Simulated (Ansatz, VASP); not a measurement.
GaN: VASP beside Ansatz

The input INCAR:

```
PREC = Accurate ; ENCUT = 520
EDIFF = 1E-6 ; ISMEAR = 0
SIGMA = 0.05 ; LREAL = F
LASPH = T ; NELM = 80
ALGO = Normal ; ISIF = 2
LWAVE = F ; LCHARG = F
GGA = PS ; NBANDS = 26
```

File KPOINTS:

```
Automatic mesh
0
Gamma
  8 8 6
```

Contents of POSCAR:

```
GaN
1.0
    0.0000000000     -2.2490913701     -2.1591277153
    0.0000000000      2.2490913701     -2.1591277153
    4.3182554305      0.0000000000      0.0000000000
Ga N
2 2
Direct
    0.4984372640      0.4984372640      0.5000000000
    0.0015627360      0.0015627360      0.0000000000
    0.0128940960      0.4871059040      0.2500000000
    0.4871059040      0.0128940960      0.7500000000
```

Input for Ansatz:

```yaml
crystal:
  lattice:
    - [0.0, -2.2490913701, -2.1591277153]
    - [0.0, 2.2490913701, -2.1591277153]
    - [4.3182554305, 0.0, 0.0]
  atoms:
    - { symbol: Ga, position: [0.498437264, 0.498437264, 0.5] }
    - { symbol: Ga, position: [0.001562736, 0.001562736, 0.0] }
    - { symbol: "N", position: [0.012894096, 0.487105904, 0.25] }
    - { symbol: "N", position: [0.487105904, 0.012894096, 0.75] }
basis:
  ecutwfc: 520.0
kpoints:
  mp_grid: { grid: [8, 8, 6] }
hamiltonian:
  xc: pbesol
  pseudopotentials: { kind: paw, azcp: { folder: soft_1 } }
scf:
  occupations: { method: gaussian, width: 0.05 }
output:
  forces: true
  stress: true
  eigenvalues: true
```

Change from the starting cell: mode 11 frozen in at -0.058 Å, equal normal strain along x and y -0.0400.

Alike in both runs: task single point; functional PBEsol; k mesh 8 × 8 × 6; occupations gaussian, width 0.05 eV; no spin polarisation.

|  | VASP | Ansatz |
| --- | --- | --- |
| version | VASP 6.6.1 | Ansatz 0.2.0 |
| potentials or method | VASP PAW PBE potentials, release 64 (Ga_d, N), cutoff 520 eV | scalar-relativistic, plane waves, PAW |
| valence electrons in the cell | 36 | 36 |

Ansatz gave:

```
gap on the k mesh at the Fermi level (eV)                     : 2.13
least direct gap on the mesh (eV)                             : 2.13
pressure (GPa)                                                : 18.9
traceless stress, the component that is largest in VASP (GPa) : -3.95
rms of the force components (eV/Å)                            : 0.680
```

Question: Which values does VASP return?

Answer: gap on the k mesh at the Fermi level (eV): 2.14; least direct gap on the mesh (eV): 2.14; pressure (GPa): 18.7; traceless stress, the component that is largest in VASP (GPa): -3.99; rms of the force components (eV/Å): 0.673.

VASP's potentials were made for PBE, not for PBEsol, and Ansatz warns of the same on its side. Atom by atom the forces differ by 0.008 eV/Å (rms over components). With one functional, cell and mesh, what is left measures potentials, basis and numerics.
